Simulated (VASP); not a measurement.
Input of a VASP 6.6.1 run:

File INCAR:

```
SYSTEM = Hf3F
PREC = Accurate ; ENCUT = 520
EDIFF = 1E-6 ; ISMEAR = 0
SIGMA = 0.1 ; LREAL = .False.
LASPH = .True. ; NELM = 60
ALGO = Normal ; ISIF = 2
LWAVE = .False. ; LCHARG = .True.
LDIPOL = .True. ; IDIPOL = 3
DIPOL = 0.5 0.5 0.334 ; LELF = .True.
LVHAR = .True. ; LVACPOTAV = .True.
NBANDS = 26
```

File KPOINTS:

```
regular mesh
0
Gamma
  9 9 1
  0 0 0
```

File POSCAR:

```
Hf3F
1.0
    3.0829071749      0.0000000000      0.0000000000
    0.0000000000      3.0829071749      0.0000000000
    0.0000000000      0.0000000000     21.0927836031
Hf F
3 1
Direct
    0.5000000000      0.5000000000      0.1896383178
    0.0000000000      0.0000000000      0.2867330108
    0.5000000000      0.5000000000      0.3836754672
    0.6250000000      0.6250000000      0.4756500513
```

Potentials or basis: VASP PAW LDA potentials, release 64 (Hf_pv, F).

The run is started by

```sh
$ cat potpaw_LDA.64/Hf_pv/POTCAR potpaw_LDA.64/F/POTCAR > POTCAR
$ mpirun -np 1 vasp_std > vasp.out
```

(1) What does it give for the largest force?

(2) What does it give for the band gap on the k mesh?

Results:

(1) 3.815 eV/Å.

(2) zero (an odd number of electrons rules out a gap without spin polarisation).

Caveat: spin-orbit coupling is left out, which moves the levels of the heavy elements.
